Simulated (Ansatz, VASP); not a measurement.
# Fe: VASP beside Ansatz

```xyz
3
Lattice="3.9592 0.0000 0.0000 -1.9796 3.4287 0.0000 0.0000 0.0000 2.4881" Properties=species:S:1:pos:R:3 pbc="T T T"
Fe    3.9592    0.0000    0.0000
Fe    0.0000    2.2858    1.2441
Fe    1.9796    1.1429    1.2441
```

Alike in both runs: task single point; functional PBE; k mesh 12 × 12 × 17; occupations fermi-dirac, width 0.1 eV; no spin polarisation.

|  | VASP | Ansatz |
| --- | --- | --- |
| version | VASP 6.6.1 | Ansatz 0.2.0 |
| potentials or method | VASP PAW PBE potentials, release 64 (Fe), cutoff 520 eV | plane waves (420 eV) with PAW, scalar-relativistic |
| valence electrons in the cell | 24 | 48 |

Ansatz gave:

| Quantity | Value |
| --- | --- |
| pressure (GPa) | -17.7 |
| traceless stress, the component that is largest in VASP (GPa) | 0.96 |

Question: Which values does VASP return?

Answer: Pressure (GPa): -18.0; traceless stress, the component that is largest in VASP (GPa): 1.00.

VASP's potentials hold 24 valence electrons a cell and Ansatz's 48, so a difference there can come from the potentials and not from the codes.
